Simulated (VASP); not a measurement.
Sc4Mo: single point with PBE

Sc4Mo:

```xyz
5
Lattice="3.2450 0.0000 0.0000 -1.6225 2.8103 0.0000 0.0000 0.0000 12.3003" Properties=species:S:1:pos:R:3 pbc="T T T"
Sc    0.0000    1.8735   10.2432
Sc    0.0000    1.8735    4.8671
Sc    1.6225    0.9368    2.0570
Sc    1.6225    0.9368    7.4332
Mo    0.0000    0.0000    0.0000
```

- Program: VASP 6.6.1
- Task: single point
- Functional: PBE
- Potentials or basis: VASP PAW PBE potentials, release 64 (Sc_sv, Mo_sv)
- Cutoff: 520 eV
- k mesh: 6 × 6 × 2
- Occupations: gaussian, width 0.1 eV
- Spin: no spin polarisation
- Dipole correction: no
- Further INCAR settings: ALGO = Normal; EDIFF = 1e-06; NBANDS = 37

```json
{
  "Pressure": "0.1 GPa",
  "Largest force": "0.028 eV/Å",
  "Band gap on the k mesh": "zero (band 29 reaches 5.06 eV, above the bottom of band 30 at 4.61 eV)"
}
```

Forces on the atoms (eV/Å):
```
Sc   0.000  0.000 -0.028
Sc   0.000  0.000 -0.002
Sc   0.000  0.000  0.028
Sc   0.000  0.000  0.002
Mo   0.000  0.000  0.000
```

Levels at points of the mesh, in eV from the Fermi level:
```tsv
k point	band 27	band 28	band 29	band 30	band 31	band 32
(0.00, 0.00, 0.00)	-0.39	-0.08	0.18	0.18	0.60	1.26
(0.50, 0.00, 0.00)	-0.50	-0.14	-0.12	-0.05	0.44	0.94
(0.00, 0.00, 0.50)	-0.39	0.11	0.18	0.18	0.41	1.39
(0.50, 0.00, 0.50)	-0.36	-0.22	-0.14	-0.09	0.51	0.93
```

Wall time 44 s on 1 thread of Intel(R) Xeon(R) 6975P-C (Granite Rapids), with other jobs on the host, peak memory 0.24 GiB.

Caveat: the k points lie up to 0.37 Å⁻¹ apart.
